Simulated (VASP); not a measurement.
The system is PbS.

```
Pb S
1.0
     2.10051    1.21273    3.43019
    -2.10051    1.21273    3.43019
     0.00000   -2.42546    3.43019
Pb S
1 1
Direct
  0.97814 0.97814 0.97814
  0.47746 0.47746 0.47746
```

Base run:

| Quantity | Value |
| --- | --- |
| Program | VASP 6.6.1 |
| Functional | r2SCAN |
| Potentials or basis | VASP PAW PBE potentials, release 64 (Pb_d, S) |
| Cutoff | 520 eV |
| k mesh | 6 × 6 × 6 |
| Occupations | gaussian, width 0.01 eV |
| Spin | no spin polarisation |

Its results: band gap on the k mesh 0.64 eV, direct; pressure 1.0 GPa.

Question: The run is repeated on the same cell with these changes: k mesh from 6 × 6 × 6 to 6 × 6 × 6, shifted. What comes out?

Answer: Band gap on the k mesh 1.28 eV, direct; pressure 1.0 GPa.

Caveats: the PAW data sets were made with another functional, which shifts forces and pressure a little; spin-orbit coupling is left out, which moves the levels of the heavy elements.

A k mesh can miss the band edges.
